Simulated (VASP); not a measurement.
# C (Im-3m) in VASP: a series of runs

The runs below take C through single point, with RPBE.

Everything below comes from runs of VASP 6.6.1. Logs are shortened: lines on timing, memory, paths and dates and some standing lists are left out, and cuts for length are marked.

## Step 1: The cell of the first run

Symmetry: Im-3m, No. 229, cubic system. Conventional cell: a = 2.390 Å, b = 2.390 Å, c = 2.390 Å, α = 90.00°, β = 90.00°, γ = 90.00°. Within 2.7 Å of C (site symmetry m-3m) lie 14 C at 2.07 to 2.39 Å.

## Step 2: Single point, RPBE

Input file INCAR:

```
ALGO = Normal ; EDIFF = 1E-6
ENCUT = 520 ; GGA = RP
ISIF = 2 ; ISMEAR = -1
LASPH = T ; LCHARG = F
LREAL = F ; LWAVE = F
NBANDS = 8 ; NELM = 100
PREC = Accurate ; SIGMA = 0.1
```

Input file KPOINTS:

```
k-points
0
Gamma
  18 18 18
```

Input file POSCAR:

```
C
1.0
   -1.1952113087      1.1952113087      1.1952113087
    1.1952113087     -1.1952113087      1.1952113087
    1.1952113087      1.1952113087     -1.1952113087
C
1
Direct
    0.0000000000      0.0000000000      0.0000000000
```

Potentials or basis: VASP PAW PBE potentials, release 64 (C).

Command:

```
$ cat potpaw_PBE.64/C/POTCAR > POTCAR
$ mpirun -np 1 vasp_std > vasp.out
```

OUTCAR:

```text
EDIFF = 1E-6
   ENCUT = 520
   GGA = RP
   ISIF = 2
   ISMEAR = -1
   LASPH = T
   LREAL = F
   NELM = 100
   PREC = Accurate

 ion  position               nearest neighbor table
   1  0.000  0.000  0.000-

  LATTYP: Found a body centered cubic cell.
 ALAT       =     2.3904226174

  Lattice vectors:

 A1 = (  -1.1952113087,   1.1952113087,   1.1952113087)
 A2 = (   1.1952113087,  -1.1952113087,   1.1952113087)
 A3 = (   1.1952113087,   1.1952113087,  -1.1952113087)

Analysis of symmetry for initial positions (statically):
=====================================================================
 Subroutine PRICEL returns:
 Original cell was already a primitive cell.

 Routine SETGRP: Setting up the symmetry group for a
 body centered cubic supercell.

 Subroutine GETGRP returns: Found 48 space group operations
 (whereof 48 operations were pure point group operations)
 out of a pool of 48 trial point group operations.

The static configuration has the point symmetry O_h .

Analysis of symmetry for dynamics (positions and initial velocities):
=====================================================================
 Subroutine PRICEL returns:
 Original cell was already a primitive cell.

 Routine SETGRP: Setting up the symmetry group for a
 body centered cubic supercell.

 Subroutine GETGRP returns: Found 48 space group operations
 (whereof 48 operations were pure point group operations)
 out of a pool of 48 trial point group operations.

The dynamic configuration has the point symmetry O_h .

 Subroutine INISYM returns: Found 48 space group operations
 (whereof 48 operations are pure point group operations),
 and found     1 'primitive' translations

----------------------------------------------------------------------------------------

                                     Primitive cell

  volume of cell :       6.8296

  direct lattice vectors                    reciprocal lattice vectors
    -1.195211309  1.195211309  1.195211309     0.000000000  0.418336069  0.418336069
     1.195211309 -1.195211309  1.195211309     0.418336069  0.000000000  0.418336069
     1.195211309  1.195211309 -1.195211309     0.418336069  0.418336069  0.000000000

  length of vectors
     2.070166712  2.070166712  2.070166712     0.591616542  0.591616542  0.591616542

  position of ions in fractional coordinates (direct lattice)
     0.000000000  0.000000000  0.000000000

  ion indices of the primitive-cell ions
   primitive index   ion index
                 1           1

----------------------------------------------------------------------------------------

 KPOINTS: k-points

Automatic generation of k-mesh.
 Grid dimensions read from file:
 generate k-points for:   18   18   18

 Generating k-lattice:

  Cartesian coordinates                     Fractional coordinates (reciprocal lattice)
     0.000000000  0.023240893  0.023240893     0.055555556  0.000000000  0.000000000
     0.023240893  0.000000000  0.023240893     0.000000000  0.055555556  0.000000000
     0.023240893  0.023240893  0.000000000     0.000000000  0.000000000  0.055555556

  Length of vectors
     0.032867586  0.032867586  0.032867586

  Shift w.r.t. Gamma in fractional coordinates (k-lattice)
     0.000000000  0.000000000  0.000000000

 Subroutine IBZKPT returns following result:
 ===========================================

 Found    195 irreducible k-points:

 Following reciprocal coordinates:
            Coordinates               Weight
  0.000000  0.000000  0.000000      1.000000
  0.055556  0.000000  0.000000     12.000000
  0.111111  0.000000  0.000000     12.000000
  0.166667  0.000000  0.000000     12.000000
  0.222222  0.000000  0.000000     12.000000
  0.277778  0.000000  0.000000     12.000000
[... 16 lines left out ...]
  0.333333  0.111111 -0.000000     48.000000
  0.388889  0.111111 -0.000000     48.000000
 [... further k-points ...]
   k-points           NKPTS =    195   k-points in BZ     NKDIM =    195   number of bands    NBANDS=      8
   number of dos      NEDOS =    301   number of ions     NIONS =      1
   total plane-waves  NPLWV =   4096
   dimension x,y,z NGX =    16 NGY =   16 NGZ =   16
   dimension x,y,z NGXF=    32 NGYF=   32 NGZF=   32
   ions per type =               1
   NGX,Y,Z   is equivalent  to a cutoff of  12.85, 12.85, 12.85 a.u.
   NGXF,Y,Z  is equivalent  to a cutoff of  25.70, 25.70, 25.70 a.u.
 SYSTEM =  unknown system
   PREC   = accura    normal or accurate (medium, high low for compatibility)
   ISTART =      0    job   : 0-new  1-cont  2-samecut
   ICHARG =      2    charge: 1-file 2-atom 10-const
   ISPIN  =      1    spin polarized calculation?
   LNONCOLLINEAR =      F non collinear calculations
   LSORBIT =      F    spin-orbit coupling
   LASPH  =      T    aspherical Exc in radial PAW
   ENCUT  =  520.0 eV  38.22 Ry    6.18 a.u.   3.85  3.85  3.85*2*pi/ulx,y,z
   NELM   =    100;   NELMIN=  2; NELMDL= -5     # of ELM steps
   EDIFF  = 0.1E-05   stopping-criterion for ELM
   LREAL  =      F    real-space projection
   EDIFFG = 0.1E-04   stopping-criterion for IOM
   NSW    =      0    number of steps for IOM
   IBRION =     -1    ionic relax: 0-MD 1-quasi-New 2-CG
   NFREE  =      0    steps in history (QN), initial steepest desc. (CG)
   ISIF   =      2    stress and relaxation
   ISYM   =      2    0-nonsym 1-usesym 2-fastsym
   POTIM  = 0.5000    time-step for ionic-motion
   TEBEG  =    0.0;   TEEND  =   0.0 temperature during run
   PSTRESS=    0.0 pullay stress
   NELECT =       4.0000    total number of electrons
   NUPDOWN=      -1.0000    fix difference up-down
   EMIN   =  10.00;   EMAX   =-10.00  energy-range for DOS
   EFERMI =   0.00;   METHOD = LEGACY
   ISMEAR =    -1;   SIGMA  =   0.10  broadening in eV -4-tet -1-fermi 0-gaus
   EFERMI_NEDOS =   21; number of points for ismear=-14 and -15
   IALGO  =     38    algorithm
   IMIX   =      4    mixing-type and parameters
     AMIX     =   0.40;   BMIX     =  1.00
     AMIX_MAG =   1.60;   BMIX_MAG =  1.00
  volume/ion in A,a.u.               =       6.83        46.09
  Fermi-wavevector in a.u.,A,eV,Ry     =   1.369715  2.588386 25.526142  1.876119
  Thomas-Fermi vector in A             =   2.495565
   LORBIT       =      0    0 simple, 1 ext, 2 COOP (PROOUT), +10 PAW based schemes
   GGA     = RP    functional components
   LHFCALC =     F    Hartree Fock is set to
   AEXX    =    0.0000 exact exchange contribution
   IVDW    =     0    specifies the selected vdW correction
   LEPSILON=     F    determine dielectric tensor
   LRPA    =     F    only Hartree local field effects (RPA)
 non-spin polarized calculation
  energy-cutoff  :      520.00
  volume of cell :        6.83
 maximum number of plane-waves:       193
   NGX =  7   NGY =  7   NGZ =  7

 number of electron       4.0000000 magnetization

 Free energy of the ion-electron system (eV)
  ---------------------------------------------------
  ext. energy  EPLUGINS =         0.00000000
  ---------------------------------------------------
  free energy    TOTEN  =        -4.46848239 eV

  energy without entropy =       -4.45720528  energy(sigma->0) =       -4.46284383

 E-fermi :   8.3297     XC(G=0): -12.9945

 val. band max:        8.3162159113   @ k =  -0.3889  -0.4444   0.0556
 cond. band min:       8.3617227441   @ k =   0.2778   0.2778   0.1667
 fundamental gap:      0.0455068329
 Fermi energy:         8.3297247522

 k-point     1 :       0.0000    0.0000    0.0000
  band No.  band energies     occupation
      1     -11.0904      2.00000
      2      17.2543      0.00000
      3      17.2543      0.00000
      4      17.2543      0.00000
      5      41.0979      0.00000
      6      41.0979      0.00000
      7      41.0979      0.00000
      8      42.9242      0.00000

 k-point     2 :       0.0556    0.0000    0.0000
  band No.  band energies     occupation
      1     -10.9540      2.00000
      2      16.9143      0.00000
      3      17.0640      0.00000
      4      17.2156      0.00000
      5      40.0725      0.00000
      6      40.1239      0.00000
      7      41.5778      0.00000
      8      42.9477      0.00000

 k-point     3 :       0.1111    0.0000    0.0000
  band No.  band energies     occupation
      1     -10.5448      2.00000
      2      15.9117      0.00000
      3      16.5446      0.00000
      4      17.1032      0.00000
      5      37.4470      0.00000
      6      38.2765      0.00000
      7      42.9636      0.00000
      8      42.9812      0.00000

 k-point     4 :       0.1667    0.0000    0.0000
  band No.  band energies     occupation
      1      -9.8640      2.00000
      2      14.3010      0.00000
      3      15.8200      0.00000
      4      16.9285      0.00000
      5      34.9478      0.00000
      6      36.4132      0.00000
      7      42.5445      0.00000
      8      42.9961      0.00000

 k-point     5 :       0.2222    0.0000    0.0000
  band No.  band energies     occupation
      1      -8.9139      2.00000
      2      12.1975      0.00000
      3      15.0213      0.00000
      4      16.7089      0.00000
      5      33.0104      0.00000
      6      34.7561      0.00000
      7      42.3130      0.00000
      8      43.0174      0.00000
[... 177 lines left out ...]
 k-point    22 :       0.2778    0.1111    0.0000
  band No.  band energies     occupation
      1      -5.8217      2.00000
      2       7.4423      1.99972
      3      12.3807      0.00000
      4      15.4728      0.00000
      5      31.3759      0.00000
      6      32.8794      0.00000
      7      41.5805      0.00000
      8      44.0558      0.00000

 k-point    23 :       0.3333    0.1111   -0.0000
  band No.  band energies     occupation
      1      -4.0985      2.00000
      2       4.8967      2.00000
      3      11.8133      0.00000
      4      15.2259      0.00000
      5      30.8915      0.00000
      6      32.4930      0.00000
      7      41.6361      0.00000
      8      44.5892      0.00000

 k-point    24 :       0.3889    0.1111   -0.0000
  band No.  band energies     occupation
      1      -2.1383      2.00000
      2       2.4014      2.00000
      3      11.4706      0.00000
      4      15.0652      0.00000
      5      30.6094      0.00000
      6      32.2773      0.00000
      7      41.7309      0.00000
      8      45.0190      0.00000

 [... further k-points ...]
[... 5 lines left out ...]
  --------------------------------------------------------------------------------------
  -------------------------------------------------------------------------------------
  Total        0.0016140      0.0016140      0.0016140     -0.0000000     -0.0000000      0.0000000
  in kB        0.3786354      0.3786354      0.3786354     -0.0000000     -0.0000000      0.0000000
  external PRESSURE =       0.3786354 kB  Pullay stress =       0.0000000 kB

 VOLUME and BASIS-vectors are now :
 -----------------------------------------------------------------------------
  energy-cutoff  :      520.00
  volume of cell :        6.83
      direct lattice vectors                 reciprocal lattice vectors
    -1.195211309  1.195211309  1.195211309     0.000000000  0.418336069  0.418336069
     1.195211309 -1.195211309  1.195211309     0.418336069  0.000000000  0.418336069
     1.195211309  1.195211309 -1.195211309     0.418336069  0.418336069  0.000000000

 POSITION                                       TOTAL-FORCE (eV/Angst)
 -----------------------------------------------------------------------------------
      0.00000      0.00000      0.00000        -0.000000      0.000000     -0.000000
 -----------------------------------------------------------------------------------
    total drift:                                0.000000      0.000000      0.000000

  FREE ENERGIE OF THE ION-ELECTRON SYSTEM (eV)
  ---------------------------------------------------
  free  energy   TOTEN  =        -4.4684823938 eV

  energy  without entropy=       -4.4572052758  energy(sigma->0) =       -4.46284383
```

Run time: 2.7 s. Hardware: 1 thread of Intel Xeon Platinum 8559C (Emerald Rapids), shared host; peak memory 0.11 GiB.

Results:

| Item | Value |
| --- | --- |
| Free energy | -4.4685 eV |
| Pressure | 0.0 GPa |
| Band gap on the k mesh | zero (band 2 reaches 17.25 eV, above the bottom of band 3 at 3.39 eV) |

Caveat: the PAW data sets were made with another functional, which shifts forces and pressure a little.

## Step 3: Single point, RPBE (volume scaled by 0.88)

Input file INCAR:

```
PREC = Accurate ; ENCUT = 520
EDIFF = 1E-7 ; ISMEAR = -1
SIGMA = 0.1 ; LREAL = F
LASPH = T ; NELM = 100
ALGO = Normal ; ISIF = 2
LWAVE = F ; LCHARG = T
GGA = RP ; LELF = T
LVHAR = T ; NBANDS = 8
```

Input file KPOINTS:

```
regular mesh
0
Gamma
  21 21 21
```

Input file POSCAR:

```
C
1.0
   -1.1453518396      1.1453518396      1.1453518396
    1.1453518396     -1.1453518396      1.1453518396
    1.1453518396      1.1453518396     -1.1453518396
C
1
Direct
    0.0000000000      0.0000000000      0.0000000000
```

Potentials or basis: VASP PAW PBE potentials, release 64 (C).

Command:

```
$ cat potpaw_PBE.64/C/POTCAR > POTCAR
$ mpirun -np 1 vasp_std > vasp.out
```

Run time: 4 s. Hardware: 1 thread of Intel Xeon Platinum 8559C (Emerald Rapids), shared host; peak memory 0.11 GiB.

Results (log left out):

```yaml
Free_energy: -4.4028 eV
Pressure: 28.6 GPa
Band_gap_on_the_k_mesh: zero (band 2 reaches 20.33 eV, above the bottom of band 3 at 4.47 eV)
```

Levels at points of the mesh, in eV from the Fermi level:
| k point | band 1 | band 2 | band 3 | band 4 | band 5 |
| --- | --- | --- | --- | --- | --- |
| (0.00, 0.00, 0.00) | -21.16 | 10.21 | 10.21 | 10.21 | 34.88 |

Caveat: the PAW data sets were made with another functional, which shifts forces and pressure a little.

## Step 4: Single point, RPBE (volume scaled by 0.92)

Input file INCAR:

```
  PREC = Accurate
  ENCUT = 520
  EDIFF = 1E-6
  ISMEAR = -1
  SIGMA = 0.1
  LREAL = False
  LASPH = True
  NELM = 60
  ALGO = Normal
  ISIF = 2
  LWAVE = False
  LCHARG = False
  GGA = RP
  NBANDS = 8
```

Input file KPOINTS:

```
Automatic mesh
0
Gamma
  21 21 21
```

Input file POSCAR:

```
C
1.0
   -1.1624491639      1.1624491639      1.1624491639
    1.1624491639     -1.1624491639      1.1624491639
    1.1624491639      1.1624491639     -1.1624491639
C
1
Direct
    0.0000000000      0.0000000000      0.0000000000
```

Potentials or basis: VASP PAW PBE potentials, release 64 (C).

Command:

```
$ cat potpaw_PBE.64/C/POTCAR > POTCAR
$ mpirun -np 1 vasp_std > vasp.out
```

OUTCAR:

```text
PREC = Accurate
   ENCUT = 520
   EDIFF = 1E-6
   ISMEAR = -1
   LREAL = False
   LASPH = True
   NELM = 60
   ISIF = 2
   GGA = RP

 ion  position               nearest neighbor table
   1  0.000  0.000  0.000-

  LATTYP: Found a body centered cubic cell.
 ALAT       =     2.3248983278

  Lattice vectors:

 A1 = (  -1.1624491639,   1.1624491639,   1.1624491639)
 A2 = (   1.1624491639,  -1.1624491639,   1.1624491639)
 A3 = (   1.1624491639,   1.1624491639,  -1.1624491639)

Analysis of symmetry for initial positions (statically):
=====================================================================
 Subroutine PRICEL returns:
 Original cell was already a primitive cell.

 Routine SETGRP: Setting up the symmetry group for a
 body centered cubic supercell.

 Subroutine GETGRP returns: Found 48 space group operations
 (whereof 48 operations were pure point group operations)
 out of a pool of 48 trial point group operations.

[... 153 lines left out ...]
  ext. energy  EPLUGINS =         0.00000000
  ---------------------------------------------------
  free energy    TOTEN  =        -4.44146928 eV

  energy without entropy =       -4.43084238  energy(sigma->0) =       -4.43615583

 E-fermi :   9.4577     XC(G=0): -13.4101

 val. band max:        9.4257751757   @ k =   0.2381   0.2381   0.0000
 cond. band min:       9.4595339029   @ k =  -0.3333   0.3333   0.1905
 fundamental gap:      0.0337587271
 Fermi energy:         9.4577162330

 k-point     1 :       0.0000    0.0000    0.0000
  band No.  band energies     occupation
      1     -11.0630      2.00000
      2      19.2205      0.00000
      3      19.2205      0.00000
      4      19.2205      0.00000
      5      43.5997      0.00000
      6      43.5997      0.00000
      7      43.5997      0.00000
      8      47.1814      0.00000
[... 243 lines left out ...]
 k-point    24 :       0.1905    0.0952    0.0000
  band No.  band energies     occupation
      1      -8.1090      2.00000
      2      13.0763      0.00000
      3      15.7384      0.00000
      4      17.9466      0.00000
      5      34.9299      0.00000
      6      36.2841      0.00000
      7      44.5657      0.00000
      8      46.6894      0.00000

 [... further k-points ...]
[... 5 lines left out ...]
  --------------------------------------------------------------------------------------
  -------------------------------------------------------------------------------------
  Total        0.6602490      0.6602490      0.6602490      0.0000000     -0.0000000      0.0000000
  in kB      168.3590362    168.3590362    168.3590362      0.0000000     -0.0000000      0.0000000
  external PRESSURE =     168.3590362 kB  Pullay stress =       0.0000000 kB

 VOLUME and BASIS-vectors are now :
 -----------------------------------------------------------------------------
  energy-cutoff  :      520.00
  volume of cell :        6.28
      direct lattice vectors                 reciprocal lattice vectors
    -1.162449164  1.162449164  1.162449164     0.000000000  0.430126336  0.430126336
     1.162449164 -1.162449164  1.162449164     0.430126336  0.000000000  0.430126336
     1.162449164  1.162449164 -1.162449164     0.430126336  0.430126336  0.000000000

 POSITION                                       TOTAL-FORCE (eV/Angst)
 -----------------------------------------------------------------------------------
      0.00000      0.00000      0.00000         0.000000      0.000000      0.000000
 -----------------------------------------------------------------------------------
    total drift:                                0.000000     -0.000000     -0.000000

  FREE ENERGIE OF THE ION-ELECTRON SYSTEM (eV)
  ---------------------------------------------------
  free  energy   TOTEN  =        -4.4414692814 eV

  energy  without entropy=       -4.4308423828  energy(sigma->0) =       -4.43615583
```

OSZICAR:

```text
N       E                     dE             d eps       ncg     rms          rms(c)
DAV:   1    -0.300327201269E+01   -0.30033E+01   -0.24755E+03  5096   0.490E+02
DAV:   2    -0.443222060300E+01   -0.14289E+01   -0.13216E+01  6072   0.273E+01
DAV:   3    -0.443614118482E+01   -0.39206E-02   -0.39175E-02  5248   0.147E+00
DAV:   4    -0.443614193310E+01   -0.74828E-06   -0.74838E-06  6480   0.189E-02
DAV:   5    -0.443614193297E+01    0.12312E-09   -0.49940E-10  5304   0.922E-05    0.121E+00
DAV:   6    -0.443927191153E+01   -0.31300E-02   -0.70887E-04  5376   0.186E-01    0.719E-01
DAV:   7    -0.444146045223E+01   -0.21885E-02   -0.17126E-03  5456   0.294E-01    0.381E-02
DAV:   8    -0.444146947498E+01   -0.90227E-05   -0.24527E-05  5696   0.371E-02    0.223E-03
DAV:   9    -0.444146928144E+01    0.19353E-06   -0.20914E-07  3360   0.359E-03
   1 F= -.44414693E+01 E0= -.44361558E+01  d E =-.106269E-01
```

stdout:

```text
POSCAR found type information on POSCAR C
 POSCAR found :  1 types and       1 ions
 scaLAPACK will be used
 -----------------------------------------------------------------------------
|                                                                             |
|                                                                             |
|     You enforced a specific xc type in the INCAR file but a different       |
|     I HOPE YOU KNOW WHAT YOU ARE DOING!                                     |
|                                                                             |
 -----------------------------------------------------------------------------

 LDA part: xc-table for (Slater+PW92), standard interpolation
 POSCAR, INCAR and KPOINTS ok, starting setup
 FFT: planning ... GRIDC
 FFT: planning ... GRID_SOFT
 FFT: planning ... GRID
 WAVECAR not read
 entering main loop
```

Wall time 3.6 s (1 thread of Intel Xeon Platinum 8559C (Emerald Rapids), shared host); peak memory 0.11 GiB.

Results:

```yaml
Free_energy: -4.4415 eV
Pressure: 16.8 GPa
Band_gap_on_the_k_mesh: zero (band 2 reaches 19.22 eV, above the bottom of band 3 at 4.01 eV)
```

Levels at points of the mesh, in eV from the Fermi level:
```tsv
k point	band 1	band 2	band 3	band 4	band 5	band 6
(0.00, 0.00, 0.00)	-20.52	9.76	9.76	9.76	34.14	34.14
```

Caveat: the PAW data sets were made with another functional, which shifts forces and pressure a little.

[end of part 1 of 2]
